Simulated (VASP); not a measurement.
Write the native input for VASP 6.6.1 that does the following.

* Task: single point
* Functional: PBEsol
* Potentials or basis: VASP PAW PBE potentials, release 64 (Cd, F)
* Cutoff: 520 eV
* k mesh: 8 × 8 × 8
* Occupations: gaussian, width 0.05 eV
* Spin: no spin polarisation
* Dipole correction: no
* Further INCAR settings: ALGO = Normal; EDIFF = 1e-06; NBANDS = 20

The structure of CdF2 lies in POSCAR:

```
CdF2
1.0
    0.0000000000      2.7274967998      2.7274967998
    2.7274967998      0.0000000000      2.7274967998
    2.7274967998      2.7274967998      0.0000000000
Cd F
1 2
Direct
    0.0000000000      0.0000000000      0.0000000000
    0.2500000000      0.2500000000      0.2500000000
    0.7500000000      0.7500000000      0.7500000000
```

These files were run (other wordings do the same):

INCAR

```
SYSTEM = CdF2
  PREC = Accurate
  ENCUT = 520
  EDIFF = 1E-6
  ISMEAR = 0
  SIGMA = 0.05
  LREAL = .FALSE.
  LASPH = .TRUE.
  NELM = 100
  ALGO = Normal
  ISIF = 2
  LWAVE = .FALSE.
  LCHARG = .FALSE.
  GGA = PS
  NBANDS = 20
```

KPOINTS

```
regular mesh
0
G
  8 8 8
  0 0 0
```

Potentials or basis: VASP PAW PBE potentials, release 64 (Cd, F).

Run with:

```sh
$ cat potpaw_PBE.64/Cd/POTCAR potpaw_PBE.64/F/POTCAR > POTCAR
$ mpirun -np 1 vasp_std > vasp.out
```

It gave:

The pressure is -3.3 GPa. The band gap on the k mesh is 2.78 eV (least direct gap 3.31 eV).

Caveat: the cell stands under tension; the PAW data sets were made with another functional, which shifts forces and pressure a little.

It took 36 s on 1 thread of Intel Xeon 8259CL, with other jobs on the host, peak memory 0.17 GiB.
